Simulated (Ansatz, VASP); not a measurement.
**ZnS in VASP and in Ansatz**

```xyz
2
Lattice="0.0000 2.6778 2.6778 2.6778 0.0000 2.6778 2.6778 2.6778 0.0000" Properties=species:S:1:pos:R:3 pbc="T T T"
Zn    1.3389    1.3389    1.3389
S     0.0000    0.0000    0.0000
```

Alike in both runs: functional PBEsol; k mesh 10 × 10 × 10; occupations gaussian, width 0.02 eV; no spin polarisation.

Ansatz relaxed the structure, and its values are those at the end. VASP's run is a single point on that final structure, the one shown.

|  | VASP | Ansatz |
| --- | --- | --- |
| version | VASP 6.6.1 | Ansatz 0.2.0 |
| potentials or method | VASP PAW PBE potentials, release 64 (Zn, S) | scalar-relativistic, plane waves, PAW |
| plane-wave cutoff (eV) | 520 | 420 |
| valence electrons in the cell | 18 | 18 |

VASP gave:

| Property | Result |
| --- | --- |
| gap on the k mesh at the Fermi level (eV) | 2.10 |
| least direct gap on the mesh (eV) | 2.10 |
| pressure (GPa) | 0.2 |

What did Ansatz give for the same quantities?

gap on the k mesh at the Fermi level (eV): 2.09; least direct gap on the mesh (eV): 2.09; pressure (GPa): 0.0.

VASP's potentials were made for PBE, not for PBEsol.
